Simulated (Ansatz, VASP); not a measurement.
Hf in VASP and in Ansatz

File INCAR:

```
SYSTEM = Hf
PREC     = Accurate       ! precision mode
ENCUT    = 520            ! plane-wave cutoff, eV
EDIFF    = 1E-7           ! SCF threshold, eV
ISMEAR   = 0              ! smearing method
SIGMA    = 0.6            ! smearing width, eV
LREAL    = .False.        ! projectors in reciprocal space
LASPH    = .True.         ! aspherical terms in the spheres
NELM     = 100            ! most SCF steps
ALGO     = Normal         ! electronic algorithm
ISIF     = 2              ! what is computed and relaxed
LWAVE    = .False.        ! write WAVECAR
LCHARG   = .False.        ! write CHGCAR
GGA      = PE             ! functional
NBANDS   = 17             ! bands
```

Contents of KPOINTS:

```
Automatic mesh
0
Gamma
  11 11 6
  0 0 0
```

POSCAR

```
Hf
1.0
    3.2045059552      0.0000000000      0.0000000000
   -1.6022529776      2.7751835638      0.0000000000
    0.0000000000      0.0000000000      5.0738215932
Hf
2
Direct
    0.3333333333      0.6666666667      0.2500000000
    0.6666666667      0.3333333333      0.7500000000
```

Input for Ansatz:

```yaml
crystal:
  lattice:
    - [3.2045059552, 0.0, 0.0]
    - [-1.6022529776, 2.7751835638, 0.0]
    - [0.0, 0.0, 5.0738215932]
  atoms:
    - { symbol: Hf, position: [0.3333333333, 0.6666666667, 0.25] }
    - { symbol: Hf, position: [0.6666666667, 0.3333333333, 0.75] }
hamiltonian:
  xc: pbe
  pseudopotentials:
    kind: paw
    azcp:
      Hf: "pseudopotentials/Hf.paw.azcp"
basis:
  ecutwfc: 420
  fft_grid_basis: typed
kpoints:
  mp_grid: { grid: [11, 11, 6], shift: [0, 0, 0] }
magnetization:
  spin_polarized: false
scf:
  occupations: { method: gaussian, width: 0.6 }
  lower_state_search: "off"
output:
  stress: true
  write_density: true
  write_potential: true
  elf: true
  volumetric_format: npy
```

Alike in both runs: task single point; functional PBE; k mesh 11 × 11 × 6; occupations gaussian, width 0.6 eV; no spin polarisation.

```csv
,VASP,Ansatz
version,VASP 6.6.1,Ansatz 0.2.0
potentials or method,"VASP PAW PBE potentials, release 64 (Hf_pv), cutoff 520 eV","plane waves (420 eV) with PAW, scalar-relativistic"
valence electrons in the cell,20,52
```

```csv
,VASP,Ansatz,Ansatz less VASP
pressure (GPa),0.1,0.5,+0.42
"traceless stress, the component that is largest in VASP (GPa)",0.57,0.63,+0.056
```

VASP's potentials hold 20 valence electrons a cell and Ansatz's 52, so a difference there can come from the potentials and not from the codes.

Spin-orbit coupling is off throughout.
